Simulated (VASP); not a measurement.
Runs of VASP 6.6.1 on Yb. The structure is that of space group Im-3m (No. 229), or close to it. The cells are those of the table. This isn't the form of Yb at room conditions, which is fcc.

```tsv
spin	cell	k mesh	gap on the mesh (eV)	pressure (GPa)
off	a = 3.363 Å, angles 109.5°, 1 atom	10 × 10 × 10	none	0.3
off	a = 3.317 Å, angles 109.5°, 1 atom	13 × 13 × 13	none	-0.1
off	a = 3.407 Å, angles 109.5°, 1 atom	13 × 13 × 13	none	(b)
non-collinear, zero start, SOC	a = 3.363 Å, angles 109.5°, 1 atom	11 × 11 × 11	-	(a)
off	a = 3.270 Å, angles 109.5°, 1 atom	13 × 13 × 13	none	2.3
```

Alike in all rows: task single point; level LDA; potentials or basis VASP PAW PBE potentials, release 64 (Yb); cutoff (eV) 520; smearing fermi-dirac 0.1 eV.

Q: Estimate the missing entries.

A: (a) -0.9; (b) -1.0.

Caveats: the PAW data sets were made with another functional, which shifts forces and pressure a little; spin-orbit coupling is left out, which moves the levels of the heavy elements (at least some runs).

A k mesh can miss the band edges, and rows without SOC leave out spin-orbit coupling on Yb.

A gap of «none» marks levels without a gap at the run's occupations.
